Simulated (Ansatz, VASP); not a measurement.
Two plane-wave programs on Ta

```xyz
7
Lattice="3.3046 0.0000 0.0000 0.0000 3.3046 0.0000 0.0000 0.0000 24.9137" Properties=species:S:1:pos:R:3 pbc="T T T"
Ta    1.6523    1.6523    7.5000
Ta    0.0000    0.0000    9.1523
Ta    1.6523    1.6523   10.8046
Ta    0.0000    0.0000   12.4569
Ta    1.6523    1.6523   14.1091
Ta    0.0000    0.0000   15.7614
Ta    1.6523    1.6523   17.4137
```

Alike in both runs: task single point; functional r2SCAN; k mesh 11 × 11 × 1; occupations gaussian, width 0.1 eV; no spin polarisation.

|  | VASP | Ansatz |
| --- | --- | --- |
| version | VASP 6.6.1 | Ansatz 0.2.0 |
| potentials or method | VASP PAW PBE potentials, release 64 (Ta_pv), cutoff 520 eV | scalar-relativistic, plane waves, PAW |
| valence electrons in the cell | 77 | 91 |

```csv
,VASP,Ansatz,Ansatz less VASP
gap on the k mesh at the Fermi level (eV),none,none,-
rms of the force components (eV/Å),0.583,0.583,+0.0001
"work function, face that differs most (eV)",4.09,4.09,-0.001
```

VASP's potentials were made for PBE, not for r2SCAN. Atom by atom the forces differ by 0.011 eV/Å (rms over components). A gap of «none» marks a metal or a gap that the smearing closes. VASP's potentials hold 77 valence electrons a cell and Ansatz's 91, so a difference there can come from the potentials and not from the codes.

Neither program's run includes spin-orbit coupling.
